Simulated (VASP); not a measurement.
Write the native input for VASP 6.6.1 that does the following.

- Task: single point
- Functional: LDA
- Potentials or basis: VASP PAW LDA potentials, release 64 (Li_sv)
- Cutoff: 520 eV
- k mesh: 11 × 11 × 11
- Occupations: gaussian, width 0.1 eV
- Spin: no spin polarisation
- Dipole correction: no
- Further INCAR settings: ALGO = Normal; EDIFF = 1e-07; NBANDS = 8

The structure of Li lies in POSCAR:

```
Li
1.0
    0.0000000000      2.2020000000      2.2020000000
    2.2020000000      0.0000000000      2.2020000000
    2.2020000000      2.2020000000      0.0000000000
Li
1
Direct
    0.0000000000      0.0000000000      0.0000000000
```

These files were run (other wordings do the same):

INCAR

```
SYSTEM = Li
PREC = Accurate
ENCUT = 520
EDIFF = 1E-7
ISMEAR = 0
SIGMA = 0.1
LREAL = .FALSE.
LASPH = .TRUE.
NELM = 100
ALGO = Normal
ISIF = 2
LWAVE = .FALSE.
LCHARG = .FALSE.
GGA = CA
NBANDS = 8
```

KPOINTS

```
Automatic mesh
0
G
  11 11 11
  0 0 0
```

Potentials or basis: VASP PAW LDA potentials, release 64 (Li_sv).

Command:

```bash
$ cat potpaw_LDA.64/Li_sv/POTCAR > POTCAR
$ mpirun -np 1 vasp_std > vasp.out
```

Wall time 3.6 s on 1 thread of Intel(R) Xeon(R) Platinum 8488C (Sapphire Rapids) (shared host), peak memory 0.11 GiB.
